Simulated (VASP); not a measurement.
Set up this calculation in VASP 6.6.1, as the native input.

```
Task                   : single point
Functional             : PBEsol
Potentials or basis    : VASP PAW PBE potentials, release 64 (Sb)
Cutoff                 : 520 eV
k mesh                 : 12 × 12 × 12
Occupations            : fermi-dirac, width 0.01 eV
Spin                   : no spin polarisation
Dipole correction      : no
Further INCAR settings : ALGO = Normal; EDIFF = 1e-07; NBANDS = 8
```

The structure of Sb lies in POSCAR:

```
Sb
1.0
    3.0833436100      0.0000000000      0.0000000000
    0.0000000000      3.0833436100      0.0000000000
    0.0000000000      0.0000000000      3.0833436100
Sb
1
Direct
    0.0000000000      0.0000000000      0.0000000000
```

These files were run (other wordings do the same):

INCAR

```
SYSTEM = Sb
  ALGO = Normal
  EDIFF = 1E-7
  ENCUT = 520
  GGA = PS
  ISIF = 2
  ISMEAR = -1
  LASPH = .TRUE.
  LCHARG = .FALSE.
  LREAL = .FALSE.
  LWAVE = .FALSE.
  NBANDS = 8
  NELM = 80
  PREC = Accurate
  SIGMA = 0.01
```

KPOINTS

```
k-points
0
G
  12 12 12
  0 0 0
```

Potentials or basis: VASP PAW PBE potentials, release 64 (Sb).

Run with:

```sh
$ cat potpaw_PBE.64/Sb/POTCAR > POTCAR
$ mpirun -np 1 vasp_std > vasp.out
```

Results of the run:

The pressure is -1.0 GPa.

Caveat: the PAW data sets were made with another functional, which shifts forces and pressure a little.

Wall time 16 s on 1 thread of Intel Xeon 8259CL, with other jobs on the host, peak memory 0.15 GiB.
